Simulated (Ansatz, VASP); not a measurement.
## Two plane-wave programs on TePb

```
CELL_PARAMETERS angstrom
0.00000 3.30768 3.06565
3.30768 0.00000 3.06565
3.30768 3.30768 0.00000
ATOMIC_POSITIONS crystal
Te 0.50000 0.50000 0.50000
Pb 0.00000 0.00000 0.00000
```

Change from the starting cell: strain +0.025 along x and y, -0.050 along z, atoms carried along.

Alike in both runs: task single point; functional r2SCAN; k mesh 8 × 8 × 8; occupations gaussian, width 0.05 eV; no spin polarisation.

|  | VASP | Ansatz |
| --- | --- | --- |
| version | VASP 6.6.1 | Ansatz 0.2.0 |
| potentials or method | VASP PAW PBE potentials, release 64 (Te, Pb_d), cutoff 520 eV | scalar-relativistic, plane waves, PAW |
| valence electrons in the cell | 20 | 30 |

|  | VASP | Ansatz | Ansatz less VASP |
| --- | --- | --- | --- |
| gap on the k mesh at the Fermi level (eV) | 0.68 | 0.68 | -0.002 |
| least direct gap on the mesh (eV) | 0.68 | 0.68 | -0.002 |
| pressure (GPa) | 2.7 | 2.7 | 0.00 |
| traceless stress, the component that is largest in VASP (GPa) | 7.53 | 7.51 | -0.015 |

VASP's potentials were made for PBE, not for r2SCAN. VASP's potentials hold 20 valence electrons a cell and Ansatz's 30, so a difference there can come from the potentials and not from the codes.

Neither program's run includes spin-orbit coupling.
